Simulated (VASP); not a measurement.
Set up this calculation in VASP 6.6.1, as the native input.

```yaml
Task: single point
Functional: r2SCAN
Dispersion: D3(BJ)
Potentials_or_basis: VASP PAW PBE potentials, release 64 (V_sv)
Cutoff: 520 eV
k_mesh: 12 × 12 × 12
Occupations: fermi-dirac, width 0.05 eV
Spin: collinear spin, ferromagnetic start
Starting_moments: "[2.0] μB"
Dipole_correction: no
Further_INCAR_settings: ALGO = Normal; EDIFF = 1e-06; NBANDS = 16
```

The system is V.

```
V
1.0
    -1.49388    1.49388    1.49388
     1.49388   -1.49388    1.49388
     1.49388    1.49388   -1.49388
V
1
Cartesian
  0.0000 0.0000 0.0000
```

These files were run (other wordings do the same):

POSCAR

```
V
1.0
   -1.4938833019      1.4938833019      1.4938833019
    1.4938833019     -1.4938833019      1.4938833019
    1.4938833019      1.4938833019     -1.4938833019
V
1
Direct
    0.0000000000      0.0000000000      0.0000000000
```

INCAR.step1

```
SYSTEM = V
PREC = Accurate ; ENCUT = 520
ISMEAR = -1 ; SIGMA = 0.05
LREAL = .False. ; LASPH = .True.
NELM = 150 ; ISPIN = 2
MAGMOM = 2 ; LMAXMIX = 4
NBANDS = 16 ; GGA = PE
ALGO = Normal ; EDIFF = 1E-4
LWAVE = .True. ; LCHARG = .False.
```

INCAR.step2

```
SYSTEM = V
PREC = Accurate ; ENCUT = 520
EDIFF = 1E-6 ; ISMEAR = -1
SIGMA = 0.05 ; LREAL = .False.
LASPH = .True. ; NELM = 150
ALGO = Normal ; ISIF = 2
LWAVE = .False. ; LCHARG = .False.
ISPIN = 2 ; MAGMOM = 2
LORBIT = 11 ; LMAXMIX = 4
METAGGA = R2SCAN ; LMIXTAU = .True.
IVDW = 12 ; VDW_S6 = 1.0
VDW_S8 = 0.78981345 ; VDW_A1 = 0.49484001
VDW_A2 = 5.73083694 ; NBANDS = 16
ISTART = 1
```

KPOINTS

```
regular mesh
0
Gamma
  12 12 12
  0 0 0
```

Potentials or basis: VASP PAW PBE potentials, release 64 (V_sv).

Launch:

```sh
$ cat potpaw_PBE.64/V_sv/POTCAR > POTCAR
$ cp INCAR.step1 INCAR
$ mpirun -np 1 vasp_std > vasp.out
$ cp INCAR.step2 INCAR
$ mpirun -np 1 vasp_std > vasp.out
```

It gave:

```yaml
Pressure: -4.1 GPa
Net_moment: 0.00 μB per cell
Valence_electrons_inside_the_program's_atomic_spheres: V 11.64
Dispersion_energy_per_atom: -0.322 eV
```

Caveat: the cell stands under tension; the moments typed at the start vanished in this run; the PAW data sets were made with another functional, which shifts forces and pressure a little.

Run time: 54 s on 1 thread of Intel(R) Xeon(R) 6975P-C (Granite Rapids), on a shared host, peak memory 0.15 GiB.
